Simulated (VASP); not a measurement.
Set up this calculation in VASP 6.6.1, as the native input.

```
Task                   : single point
Functional             : LDA
Potentials or basis    : VASP PAW LDA potentials, release 64 (Ir)
Cutoff                 : 520 eV
k mesh                 : 14 × 14 × 14
Occupations            : fermi-dirac, width 0.2 eV
Spin                   : no spin polarisation
Dipole correction      : no
Further INCAR settings : ALGO = Normal; EDIFF = 1e-07; NBANDS = 10
```

The structure of Ir lies in POSCAR:

```
Ir
1.0
    0.0000000000      1.9060927672      1.9060927672
    1.9060927672      0.0000000000      1.9060927672
    1.9060927672      1.9060927672      0.0000000000
Ir
1
Direct
    0.0000000000      0.0000000000      0.0000000000
```

One way to write it, as run:

INCAR

```
PREC = Accurate
ENCUT = 520
EDIFF = 1E-7
ISMEAR = -1
SIGMA = 0.2
LREAL = F
LASPH = T
NELM = 100
ALGO = Normal
ISIF = 2
LWAVE = F
LCHARG = T
GGA = CA
LELF = T
LVHAR = T
NBANDS = 10
```

KPOINTS

```
regular mesh
0
Gamma
  14 14 14
```

Potentials or basis: VASP PAW LDA potentials, release 64 (Ir).

Run with:

```bash
$ cat potpaw_LDA.64/Ir/POTCAR > POTCAR
$ mpirun -np 1 vasp_std > vasp.out
```

Results of the run:

The pressure is 3.6 GPa.

It took 9.3 s on 1 thread of Intel Xeon 6975P-C, on a shared host, peak memory 0.13 GiB.
